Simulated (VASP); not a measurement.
# N (Cm) in VASP: a series of runs

N is run at these levels: PBEsol; tasks: single point.

All numbers are computed with VASP 6.6.1; they aren't measurements. Logs are shortened: lines on timing, memory, paths and dates and some standing lists are left out, and cuts for length are marked.

### Step 1. The cell of the first run

The structure is monoclinic, space group Cm (No. 8). Conventional cell: a = 7.218 Å, b = 4.167 Å, c = 7.006 Å, α = 90.00°, β = 90.00°, γ = 90.00°. Within 1.5 Å of N (site symmetry m) lie 1 N at 1.11 Å. Within 1.5 Å of N (site symmetry m) lie 1 N at 1.11 Å. Within 1.5 Å of N (site symmetry m) lie 1 N at 1.11 Å. N (site symmetry m) has 1 N at 1.11 Å within 1.5 Å.

### Step 2. Single point, PBEsol

INCAR

```
SYSTEM = N
ALGO = Normal
EDIFF = 1E-7
ENCUT = 520
GGA = PS
ISIF = 2
ISMEAR = 0
LASPH = .TRUE.
LCHARG = .FALSE.
LREAL = .FALSE.
LWAVE = .FALSE.
NBANDS = 18
NELM = 100
PREC = Accurate
SIGMA = 0.01
```

KPOINTS

```
Automatic mesh
0
Gamma
  7 7 4
  0 0 0.5
```

POSCAR

```
N
1.0
    4.1672328100      0.0000000000      0.0000000000
   -2.0836164100      3.6089294800      0.0000000000
    0.0000000000      0.0000000000      7.0060035100
N
4
Direct
    0.3333333333      0.6666666667      0.3289300400
    0.3298697023      0.6597394047      0.1710699600
    0.6666666667      0.3333333333      0.8289300400
    0.6666666667      0.3333333333      0.6710699600
```

Potentials or basis: VASP PAW PBE potentials, release 64 (N).

On the command line:

```bash
cat potpaw_PBE.64/N/POTCAR > POTCAR
mpirun -np 1 vasp_std > vasp.out
```

OUTCAR:

```text
SYSTEM = N
   EDIFF = 1E-7
   ENCUT = 520
   GGA = PS
   ISIF = 2
   ISMEAR = 0
   LASPH = .TRUE.
   LREAL = .FALSE.
   NELM = 100
   PREC = Accurate

 ion  position               nearest neighbor table
   1  0.333  0.667  0.329-   2 1.11
   2  0.330  0.660  0.171-   1 1.11
   3  0.667  0.333  0.829-   4 1.11
   4  0.667  0.333  0.671-   3 1.11

  LATTYP: Found a hexagonal cell.
 ALAT       =     4.1672328100
 C/A-ratio  =     1.6812124087

  Lattice vectors:

 A1 = (   4.1672328100,   0.0000000000,   0.0000000000)
 A2 = (  -2.0836164100,   3.6089294800,   0.0000000000)
 A3 = (   0.0000000000,   0.0000000000,   7.0060035100)

Analysis of symmetry for initial positions (statically):
=====================================================================
 Subroutine PRICEL returns:
 Original cell was already a primitive cell.

 Routine SETGRP: Setting up the symmetry group for a
 hexagonal supercell.

 Subroutine GETGRP returns: Found  2 space group operations
 (whereof  2 operations were pure point group operations)
 out of a pool of 24 trial point group operations.

The static configuration has the point symmetry C_1h.

Analysis of symmetry for dynamics (positions and initial velocities):
=====================================================================
 Subroutine PRICEL returns:
 Original cell was already a primitive cell.

 Routine SETGRP: Setting up the symmetry group for a
 hexagonal supercell.

 Subroutine GETGRP returns: Found  2 space group operations
 (whereof  2 operations were pure point group operations)
 out of a pool of 24 trial point group operations.

The dynamic configuration has the point symmetry C_1h.

 Subroutine INISYM returns: Found  2 space group operations
 (whereof  2 operations are pure point group operations),
 and found     1 'primitive' translations

----------------------------------------------------------------------------------------

                                     Primitive cell

  volume of cell :     105.3650

  direct lattice vectors                    reciprocal lattice vectors
     4.167232810  0.000000000  0.000000000     0.239967395  0.138545240  0.000000000
[... 85 lines left out ...]
   LNONCOLLINEAR =      F non collinear calculations
   LSORBIT =      F    spin-orbit coupling
   LASPH  =      T    aspherical Exc in radial PAW
   ENCUT  =  520.0 eV  38.22 Ry    6.18 a.u.   7.75  7.75 13.03*2*pi/ulx,y,z
   NELM   =    100;   NELMIN=  2; NELMDL= -5     # of ELM steps
   EDIFF  = 0.1E-06   stopping-criterion for ELM
   LREAL  =      F    real-space projection
   EDIFFG = 0.1E-05   stopping-criterion for IOM
   NSW    =      0    number of steps for IOM
   IBRION =     -1    ionic relax: 0-MD 1-quasi-New 2-CG
   NFREE  =      0    steps in history (QN), initial steepest desc. (CG)
   ISIF   =      2    stress and relaxation
   ISYM   =      2    0-nonsym 1-usesym 2-fastsym
   POTIM  = 0.5000    time-step for ionic-motion
   TEBEG  =    0.0;   TEEND  =   0.0 temperature during run
   PSTRESS=    0.0 pullay stress
   NELECT =      20.0000    total number of electrons
   NUPDOWN=      -1.0000    fix difference up-down
   EMIN   =  10.00;   EMAX   =-10.00  energy-range for DOS
   EFERMI =   0.00;   METHOD = LEGACY
   ISMEAR =     0;   SIGMA  =   0.01  broadening in eV -4-tet -1-fermi 0-gaus
   EFERMI_NEDOS =   21; number of points for ismear=-14 and -15
   IALGO  =     38    algorithm
   IMIX   =      4    mixing-type and parameters
     AMIX     =   0.40;   BMIX     =  1.00
     AMIX_MAG =   1.60;   BMIX_MAG =  1.00
  volume/ion in A,a.u.               =      26.34       177.76
  Fermi-wavevector in a.u.,A,eV,Ry     =   0.940848  1.777944 12.043801  0.885194
  Thomas-Fermi vector in A             =   2.068300
   LORBIT       =      0    0 simple, 1 ext, 2 COOP (PROOUT), +10 PAW based schemes
   GGA     = PS    functional components
   LHFCALC =     F    Hartree Fock is set to
   AEXX    =    0.0000 exact exchange contribution
   IVDW    =     0    specifies the selected vdW correction
   LEPSILON=     F    determine dielectric tensor
   LRPA    =     F    only Hartree local field effects (RPA)
 non-spin polarized calculation
 Gauss-broadening in eV      SIGMA  =   0.01
  energy-cutoff  :      520.00
  volume of cell :      105.37
 maximum number of plane-waves:      2864
   NGX = 15   NGY = 15   NGZ = 27

 number of electron      20.0000002 magnetization

 Free energy of the ion-electron system (eV)
  ---------------------------------------------------
  ext. energy  EPLUGINS =         0.00000000
  ---------------------------------------------------
  free energy    TOTEN  =       -34.13083255 eV

  energy without entropy =      -34.13083255  energy(sigma->0) =      -34.13083255

 E-fermi :  -6.6449     XC(G=0):  -5.8129

 val. band max:       -6.7314277485   @ k =   0.0000   0.0000   0.1250
 cond. band min:       0.3397234493   @ k =  -0.2857  -0.2857   0.1250
 fundamental gap:      7.0711511978
 Fermi energy:        -6.6449259624

 k-point     1 :       0.0000    0.0000    0.1250
  band No.  band energies     occupation
      1     -25.2618      2.00000
      2     -25.2385      2.00000
      3     -10.7952      2.00000
      4     -10.1161      2.00000
      5      -8.5330      2.00000
      6      -8.5313      2.00000
[... 481 lines left out ...]
      5      -8.8144      2.00000
      6      -8.7147      2.00000
[... 10 lines left out ...]
     17       6.2701      0.00000
     18       7.2043      0.00000

 [... further k-points ...]

------------------------ aborting loop because EDIFF is reached ----------------------------------------

  FORCE on cell =-STRESS in cart. coord.  units (eV):
  Direction    XX          YY          ZZ          XY          YZ          ZX
  --------------------------------------------------------------------------------------
  -------------------------------------------------------------------------------------
  Total        0.0108647      0.0065772      1.8970428     -0.0000000      0.0252916     -0.0000000
  in kB        0.1652088      0.1000130     28.8463716     -0.0000000      0.3845831     -0.0000000
  external PRESSURE =       9.7038645 kB  Pullay stress =       0.0000000 kB

 VOLUME and BASIS-vectors are now :
 -----------------------------------------------------------------------------
  energy-cutoff  :      520.00
  volume of cell :      105.37
      direct lattice vectors                 reciprocal lattice vectors
     4.167232810  0.000000000  0.000000000     0.239967395  0.138545240  0.000000000
    -2.083616410  3.608929480  0.000000000     0.000000000  0.277090479  0.000000000
     0.000000000  0.000000000  7.006003510     0.000000000  0.000000000  0.142734727

 POSITION                                       TOTAL-FORCE (eV/Angst)
 -----------------------------------------------------------------------------------
     -0.00000      2.40595      2.30449        -0.000000      0.018801      0.847038
     -0.00000      2.38095      1.19852         0.000000     -0.017315     -0.846898
      2.08362      1.20298      5.80749         0.000000     -0.002916      0.892300
      2.08362      1.20298      4.70152        -0.000000      0.001431     -0.892440
 -----------------------------------------------------------------------------------
    total drift:                                0.000000     -0.000063      0.000065

  FREE ENERGIE OF THE ION-ELECTRON SYSTEM (eV)
  ---------------------------------------------------
  free  energy   TOTEN  =       -34.1308325456 eV

  energy  without entropy=      -34.1308325456  energy(sigma->0) =      -34.13083255
```

OSZICAR:

```text
N       E                     dE             d eps       ncg     rms          rms(c)
DAV:   1     0.117371396263E+03    0.11737E+03   -0.90637E+03  2024   0.913E+02
DAV:   2    -0.245399624196E+02   -0.14191E+03   -0.13615E+03  2618   0.221E+02
DAV:   3    -0.356416720957E+02   -0.11102E+02   -0.11035E+02  2336   0.689E+01
DAV:   4    -0.357413928983E+02   -0.99721E-01   -0.99659E-01  2190   0.821E+00
DAV:   5    -0.357423269882E+02   -0.93409E-03   -0.93405E-03  2312   0.711E-01    0.112E+01
DAV:   6    -0.344489054869E+02    0.12934E+01   -0.14926E+00  2178   0.806E+00    0.646E+00
DAV:   7    -0.341365484040E+02    0.31236E+00   -0.10737E+00  2518   0.689E+00    0.162E+00
DAV:   8    -0.341304694691E+02    0.60789E-02   -0.83174E-02  2106   0.208E+00    0.247E-01
DAV:   9    -0.341304611443E+02    0.83248E-05   -0.30567E-03  2072   0.387E-01    0.119E-01
DAV:  10    -0.341308152948E+02   -0.35415E-03   -0.36008E-04  2022   0.169E-01    0.420E-02
DAV:  11    -0.341308245326E+02   -0.92378E-05   -0.20612E-05  2382   0.418E-02    0.755E-03
DAV:  12    -0.341308332889E+02   -0.87563E-05   -0.12265E-05  2036   0.273E-02    0.922E-03
DAV:  13    -0.341308326698E+02    0.61914E-06   -0.54319E-07  2616   0.653E-03    0.226E-03
DAV:  14    -0.341308325448E+02    0.12501E-06   -0.12646E-07  1294   0.257E-03    0.512E-04
DAV:  15    -0.341308325456E+02   -0.82559E-09   -0.32265E-08  1592   0.147E-03
   1 F= -.34130833E+02 E0= -.34130833E+02  d E =-.183594E-36
```

Run time: 80 s. Hardware: 1 thread of Intel Xeon 8259CL, shared host; peak memory 0.25 GiB.

What came out:

| Quantity | Value |
| --- | --- |
| Free energy | -34.1308 eV |
| Pressure | 1.0 GPa |
| Largest force | 0.892 eV/Å |
| Band gap on the k mesh | 7.07 eV (least direct gap 7.32 eV) |

Forces on the atoms (eV/Å):
```
N    0.000  0.019  0.847
N    0.000 -0.017 -0.847
N    0.000 -0.003  0.892
N    0.000  0.001 -0.892
```

Levels at points of the mesh, in eV from the valence-band top:
```
           k point  band 8  band 9  band 10  band 11  band 12  band 13
(0.00, 0.00, 0.12)   -1.71   -1.01     0.00     7.74     7.74     8.17
```

Caveat: the standard files for N, O and F lose accuracy on very short bonds; this functional lacks dispersion, which holds the molecules together, so the pressure and a relaxed volume are unreliable; the PAW data sets were made with another functional, which shifts forces and pressure a little; a shifted mesh leaves out Γ, where band edges can lie.

### Step 3. Single point, PBEsol

INCAR

```
SYSTEM = N
PREC = Accurate
ENCUT = 520
EDIFF = 1E-6
ISMEAR = 0
SIGMA = 0.01
LREAL = .False.
LASPH = .True.
NELM = 60
ALGO = Normal
ISIF = 2
LWAVE = .False.
LCHARG = .False.
GGA = PS
NBANDS = 18
```

KPOINTS is that of step 2.

Changes to POSCAR since step 2:

```diff
@@ -9,3 +9,3 @@
     0.3333333333      0.6666666667      0.3289300400
-    0.3298697023      0.6597394047      0.1710699600
+    0.3367969643      0.6735939287      0.1710699600
     0.6666666667      0.3333333333      0.8289300400
```

Potentials or basis: VASP PAW PBE potentials, release 64 (N).

On the command line:

```bash
cat potpaw_PBE.64/N/POTCAR > POTCAR
mpirun -np 1 vasp_std > vasp.out
```

Run time: 69 s. Hardware: 1 thread of Intel Xeon 8259CL, shared host; peak memory 0.25 GiB.

Results (log left out):

```yaml
Free_energy: -34.1308 eV
Pressure: 1.0 GPa
Largest_force: 0.894 eV/Å
Band_gap_on_the_k_mesh: 7.07 eV (least direct gap 7.32 eV)
```

Forces in eV/Å, atoms in the order of the input:
```
N    0.000 -0.019  0.848
N    0.000  0.017 -0.848
N    0.000  0.003  0.893
N    0.000 -0.001 -0.894
```

Stress tensor (GPa, compression positive):
```
 0.00  0.00  0.00
 0.00  0.01 -0.04
 0.00 -0.04  2.89
```

Levels at points of the mesh, in eV from the valence-band top:
```tsv
k point	band 8	band 9	band 10	band 11	band 12	band 13
(0.00, 0.00, 0.12)	-1.71	-1.01	0.00	7.74	7.74	8.17
```

Caveat: the standard files for N, O and F lose accuracy on very short bonds; this functional lacks dispersion, which holds the molecules together, so the pressure and a relaxed volume are unreliable; the PAW data sets were made with another functional, which shifts forces and pressure a little; a shifted mesh leaves out Γ, where band edges can lie.

### Step 4. Single point, PBEsol

INCAR

```
PREC = Accurate ; ENCUT = 520
EDIFF = 1E-6 ; ISMEAR = 0
SIGMA = 0.01 ; LREAL = F
LASPH = T ; NELM = 60
ALGO = Normal ; ISIF = 2
LWAVE = F ; LCHARG = F
GGA = PS ; NBANDS = 18
```

KPOINTS is that of step 3.

Changes to POSCAR since step 3:

```diff
@@ -9,3 +9,3 @@
     0.3333333333      0.6666666667      0.3289300400
-    0.3367969643      0.6735939287      0.1710699600
+    0.3402605953      0.6805211906      0.1710699600
     0.6666666667      0.3333333333      0.8289300400
```

On the command line:

```bash
cat potpaw_PBE.64/N/POTCAR > POTCAR
mpirun -np 1 vasp_std > vasp.out
```

Wall time 71 s (1 thread of Intel Xeon 8259CL, shared host); peak memory 0.25 GiB.

The run converged. Its results:

```yaml
Free_energy: -34.1314 eV
Pressure: 0.9 GPa
Largest_force: 0.894 eV/Å
Band_gap_on_the_k_mesh: 7.07 eV (least direct gap 7.31 eV)
```

Forces in eV/Å, atoms in the order of the input:
```
N    0.000 -0.031  0.713
N    0.000  0.028 -0.713
N    0.000  0.006  0.893
N    0.000 -0.003 -0.894
```

Stress tensor (GPa, compression positive):
```
 0.00  0.00  0.00
 0.00  0.02 -0.07
 0.00 -0.07  2.66
```

Levels at points of the mesh, in eV from the valence-band top:
| k point | band 8 | band 9 | band 10 | band 11 | band 12 | band 13 |
| --- | --- | --- | --- | --- | --- | --- |
| (0.00, 0.00, 0.12) | -1.71 | -1.01 | 0.00 | 7.73 | 7.74 | 8.16 |

Caveat: the standard files for N, O and F lose accuracy on very short bonds; this functional lacks dispersion, which holds the molecules together, so the pressure and a relaxed volume are unreliable; the PAW data sets were made with another functional, which shifts forces and pressure a little; a shifted mesh leaves out Γ, where band edges can lie.

### Step 5. The runs side by side

| cell | gap on the mesh (eV) | pressure (GPa) | largest force (eV/Å) |
| --- | --- | --- | --- |
| as given, atomic positions A | 7.07 | 1.0 | 0.89 |
| as given, atomic positions B | 7.07 | 1.0 | 0.89 |
| as given, atomic positions C | 7.07 | 0.9 | 0.89 |

Alike in all rows: task single point; level PBEsol; potentials or basis VASP PAW PBE potentials, release 64 (N); no spin polarisation; k mesh 7 × 7 × 4, shifted; cutoff (eV) 520; smearing gaussian 0.01 eV.

Caveats: the standard files for N, O and F lose accuracy on very short bonds; this functional lacks dispersion, which holds the molecules together, so the pressure and a relaxed volume are unreliable; the PAW data sets were made with another functional, which shifts forces and pressure a little; a shifted mesh leaves out Γ, where band edges can lie.

Total energies depend on the potentials used, so only differences within one code and one set of settings carry meaning.
